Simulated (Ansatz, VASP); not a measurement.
Fe in VASP and in Ansatz

```
Fe
1.0
    -1.78262    1.78262    1.78262
     1.78262   -1.78262    1.78262
     1.78262    1.78262   -1.78262
Fe
1
Cartesian
  0.0000 0.0000 0.0000
```

Alike in both runs: task single point; functional PBEsol; k mesh 8 × 8 × 8; occupations gaussian, width 0.1 eV; collinear spin.

|  | VASP | Ansatz |
| --- | --- | --- |
| version | VASP 6.6.1 | Ansatz 0.2.0 |
| potentials or method | VASP PAW PBE potentials, release 64 (Fe_sv), cutoff 600 eV | scalar-relativistic, plane waves, PAW |
| valence electrons in the cell | 16 | 16 |

Ansatz gave:

| Item | Value |
| --- | --- |
| gap on the k mesh at the Fermi level (eV) | none |
| net moment per atom (μB) | 3.21 |
| size of the moment on the site where the two differ most (μB) | 3.30 |

Question: What did VASP give for the same quantities?

Answer: gap on the k mesh at the Fermi level (eV): none; net moment per atom (μB): 3.21; size of the moment on the site where the two differ most (μB): 3.12.

VASP's potentials were made for PBE, not for PBEsol. Site moments also hang on the region over which each program counts them. A gap of «none» marks a metal or a gap that the smearing closes.
